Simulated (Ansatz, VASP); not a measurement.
SrTl: VASP beside Ansatz

The input INCAR:

```
PREC = Accurate ; ENCUT = 520
EDIFF = 1E-8 ; ISMEAR = -1
SIGMA = 0.05 ; LREAL = False
LASPH = True ; NELM = 80
ALGO = Normal ; ISIF = 2
LWAVE = False ; LCHARG = False
LEFG = True ; NBANDS = 18
```

The input KPOINTS:

```
Automatic mesh
0
Gamma
  8 8 8
```

Contents of POSCAR:

```
SrTl
1.0
    4.0320000000     -0.0403200000     -0.0403200000
   -0.0403200000      4.0320000000     -0.0403200000
   -0.0403200000     -0.0403200000      4.0320000000
Sr Tl
1 1
Direct
    0.0000000000      0.0000000000      0.0000000000
    0.5000000000      0.5000000000      0.5000000000
```

Input for Ansatz:

```yaml
crystal:
  lattice:
    - [4.032, -0.04032, -0.04032]
    - [-0.04032, 4.032, -0.04032]
    - [-0.04032, -0.04032, 4.032]
  atoms:
    - { symbol: Sr, position: [0.0, 0.0, 0.0] }
    - { symbol: Tl, position: [0.5, 0.5, 0.5] }
kpoints:
  mp_grid: { grid: [8, 8, 8] }
scf:
  occupations: { method: fermi_dirac, width: 0.05 }
hamiltonian:
  xc: lda
  pseudopotentials: { kind: paw }
output:
  forces: true
  stress: true
  eigenvalues: true
  efg: { contact_densities: true }
```

Change from the starting cell: equal xy, yz and zx shear strains of -2 %, PAW files.

Alike in both runs: task electric field gradients; functional LDA; k mesh 8 × 8 × 8; occupations fermi-dirac, width 0.05 eV; no spin polarisation.

|  | VASP | Ansatz |
| --- | --- | --- |
| version | VASP 6.6.1 | Ansatz 0.2.0 |
| potentials or method | VASP PAW LDA potentials, release 64 (Sr_sv, Tl_d) | PAW with Ansatz's default frozen-core files, scalar-relativistic |
| plane-wave cutoff (eV) | 520 | 420 |
| valence electrons in the cell | 23 | 23 |

```tsv
	VASP	Ansatz	Ansatz less VASP
pressure (GPa)	-1.7	-1.8	-0.08
traceless stress, the component that is largest in VASP (GPa)	0.45	0.44	-0.007
size of Vzz on the site where it differs most (V/Å²)	5.0	1.0	-3.98
```

LDA's correlation is that of Perdew and Zunger in VASP and of Perdew and Wang (1992) in Ansatz.

Spin-orbit coupling is off throughout.
